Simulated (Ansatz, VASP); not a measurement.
# One calculation of PbS, two programs

The input INCAR:

```
SYSTEM = PbS
  PREC = Accurate
  ENCUT = 520
  EDIFF = 1E-7
  ISMEAR = -1
  SIGMA = 0.1
  LREAL = .FALSE.
  LASPH = .TRUE.
  NELM = 60
  ALGO = Normal
  ISIF = 2
  LWAVE = .FALSE.
  LCHARG = .FALSE.
  GGA = PE
  NBANDS = 28
```

File KPOINTS:

```
Automatic mesh
0
G
  8 8 5
  0 0 0
```

The input POSCAR:

```
PbS
1.0
    5.0323911173      0.0000000000      0.0000000000
   -2.5161955587      4.3581785494      0.0000000000
    0.0000000000      0.0000000000      6.0151762330
Pb S
2 2
Direct
    0.3333333333      0.6666666667     -0.0621667602
    0.6666666667      0.3333333333      0.4378332398
    0.3333333333      0.6666666667      0.4381667602
    0.6666666667      0.3333333333      0.9381667602
```

Input for Ansatz:

```yaml
crystal:
  lattice:
    - [5.0323911173, 0.0, 0.0]
    - [-2.5161955587, 4.3581785494, 0.0]
    - [0.0, 0.0, 6.015176233]
  atoms:
    - { symbol: Pb, position: [0.3333333333, 0.6666666667, -0.0621667602] }
    - { symbol: Pb, position: [0.6666666667, 0.3333333333, 0.4378332398] }
    - { symbol: S, position: [0.3333333333, 0.6666666667, 0.4381667602] }
    - { symbol: S, position: [0.6666666667, 0.3333333333, 0.9381667602] }
kpoints:
  mp_grid: { grid: [8, 8, 5] }
scf:
  occupations: { method: fermi_dirac, width: 0.1 }
hamiltonian:
  xc: pbe
  pseudopotentials: { kind: all_electron, lapw: { basis_error: 0.0005 } }
output:
  forces: true
  stress: true
  eigenvalues: true
  populations: true
```

Alike in both runs: task single point; functional PBE; k mesh 8 × 8 × 5; occupations fermi-dirac, width 0.1 eV; no spin polarisation.

|  | VASP | Ansatz |
| --- | --- | --- |
| version | VASP 6.6.1 | Ansatz 0.2.0 |
| potentials or method | VASP PAW PBE potentials, release 64 (Pb_d, S), cutoff 520 eV | all-electron LAPW, scalar-relativistic |

|  | VASP | Ansatz | Ansatz less VASP |
| --- | --- | --- | --- |
| pressure (GPa) | 0.0 | 0.0 | +0.06 |

Ansatz ran all-electron here, and VASP with PAW potentials.

Neither program's run includes spin-orbit coupling.
